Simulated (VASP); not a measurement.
Set up this calculation in VASP 6.6.1, as the native input.

```yaml
Task: single point
Functional: r2SCAN
Potentials_or_basis: VASP PAW PBE potentials, release 64 (Pb_d, F)
Cutoff: 660 eV
k_mesh: 8 × 8 × 8
Occupations: gaussian, width 0.01 eV
Spin: no spin polarisation
Dipole_correction: no
Further_INCAR_settings: ALGO = Normal; EDIFF = 1e-06; NBANDS = 21
```

PbF2 (Fluorocronite):

```
Pb F
1.0
     0.00000    2.89514    2.89514
     2.89514    0.00000    2.89514
     2.89514    2.89514    0.00000
Pb F
1 2
Direct
  0.00000 0.00000 0.00000
  0.25000 0.25000 0.25000
  0.75000 0.75000 0.75000
```

This cell differs from its parent crystal: strain -1.7%.

These files were run (other wordings do the same):

POSCAR

```
PbF2
1.0
    0.0000000000      2.8951403811      2.8951403811
    2.8951403811      0.0000000000      2.8951403811
    2.8951403811      2.8951403811      0.0000000000
Pb F
1 2
Direct
    0.0000000000      0.0000000000      0.0000000000
    0.2500000000      0.2500000000      0.2500000000
    0.7500000000      0.7500000000      0.7500000000
```

INCAR.step1

```
PREC = Accurate ; ENCUT = 660
ISMEAR = 0 ; SIGMA = 0.01
LREAL = False ; LASPH = True
NELM = 120 ; NBANDS = 21
GGA = PE ; ALGO = Normal
EDIFF = 1E-5 ; LWAVE = True
LCHARG = False ; GGA_COMPAT = False
```

INCAR.step2

```
PREC = Accurate ; ENCUT = 660
EDIFF = 1E-6 ; ISMEAR = 0
SIGMA = 0.01 ; LREAL = False
LASPH = True ; NELM = 120
ALGO = Normal ; ISIF = 2
LWAVE = False ; LCHARG = True
METAGGA = R2SCAN ; LMIXTAU = True
LELF = True ; LVHAR = True
NBANDS = 21 ; ISTART = 1
GGA_COMPAT = False
```

KPOINTS

```
regular mesh
0
Gamma
  8 8 8
```

Potentials or basis: VASP PAW PBE potentials, release 64 (Pb_d, F).

The run is started by

```console
$ cat potpaw_PBE.64/Pb_d/POTCAR potpaw_PBE.64/F/POTCAR > POTCAR
$ cp INCAR.step1 INCAR
$ mpirun -np 1 vasp_std > vasp.out
$ cp INCAR.step2 INCAR
$ mpirun -np 1 vasp_std > vasp.out
```

It gave:

```
Pressure               : 6.0 GPa
Band gap on the k mesh : 4.90 eV, indirect (least direct gap 5.05 eV)
```

Caveat: the cell differs from its parent crystal (strain -1.7%); the PAW data sets were made with another functional, which shifts forces and pressure a little; spin-orbit coupling is left out, which moves the levels of the heavy elements.

Run time: 2.1 min on 1 thread of Intel(R) Xeon(R) Platinum 8259CL CPU @ 2.50GHz (Skylake/Cascade Lake) (shared host), peak memory 0.23 GiB.
